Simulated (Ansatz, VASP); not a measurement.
## Two plane-wave programs on BAs

File POSCAR:

```
BAs
1.0
    0.0000000000      2.3918676041      2.3918676041
    2.3918676041      0.0000000000      2.3918676041
    2.3918676041      2.3918676041      0.0000000000
B As
1 1
Direct
    0.0000000000      0.0000000000      0.0000000000
    0.2500000000      0.2500000000      0.2500000000
```

File INCAR.step1:

```
  ALGO = Normal
  EDIFF = 1E-5
  ENCUT = 520
  GGA = PE
  ISIF = 2
  ISMEAR = 0
  LASPH = T
  LREAL = F
  LWAVE = T
  NBANDS = 11
  NELM = 80
  PREC = Accurate
  SIGMA = 0.01
```

The input INCAR.step2:

```
  ALGO = Normal
  EDIFF = 1E-6
  ENCUT = 520
  GGA = PE
  HFSCREEN = 0.2079
  ISIF = 2
  ISMEAR = 0
  ISTART = 1
  LASPH = T
  LCHARG = T
  LELF = T
  LHFCALC = T
  LREAL = F
  LVHAR = T
  LWAVE = F
  NBANDS = 11
  NELM = 80
  PREC = Accurate
  PRECFOCK = Normal
  SIGMA = 0.01
```

File KPOINTS:

```
k-points
0
Gamma
  6 6 6
```

Input for Ansatz:

```yaml
crystal:
  lattice:
    - [0.0, 2.3918676041, 2.3918676041]
    - [2.3918676041, 0.0, 2.3918676041]
    - [2.3918676041, 2.3918676041, 0.0]
  atoms:
    - { symbol: B, position: [0.0, 0.0, 0.0] }
    - { symbol: As, position: [0.25, 0.25, 0.25] }
kpoints:
  mp_grid: { grid: [6, 6, 6] }
  band_path:
    path:
      - [0.0, 0.0, 0.0]
      - [-0.5, -0.5, 0.0]
      - [-0.375, -0.375, 0.25]
      - [-0.375, 0.0, 0.375]
      - [0.0, 0.0, 0.5]
      - [-0.5, -0.25, 0.25]
      - [0.0, 0.398437, 0.398438]
    npoints: 1
hamiltonian:
  xc: hse06
scf:
  occupations: { method: fixed }
  n_extra_bands: 4
output:
  forces: true
  stress: true
  eigenvalues: true
```

Alike in both runs: task single point; functional HSE06; k mesh 6 × 6 × 6; no spin polarisation.

|  | VASP | Ansatz |
| --- | --- | --- |
| version | VASP 6.6.1 | Ansatz 0.2.0 |
| potentials or method | VASP PAW PBE potentials, release 64 (B, As) | plane waves, PAW |
| plane-wave cutoff (eV) | 520 | 420 |
| occupations | gaussian, width 0.01 eV | fixed |
| valence electrons in the cell | 8 | 18 |

Ansatz gave:

```
gap on the k mesh at the Fermi level (eV) : 1.94
pressure (GPa)                            : -1.1
```

Problem. What did VASP give for the same quantities?

Solution. gap on the k mesh at the Fermi level (eV): 1.95; pressure (GPa): -1.2.

VASP's potentials hold 8 valence electrons a cell and Ansatz's 18, so a difference there can come from the potentials and not from the codes. Ansatz's warnings: stress exchange threshold loose, stress scf threshold loose.
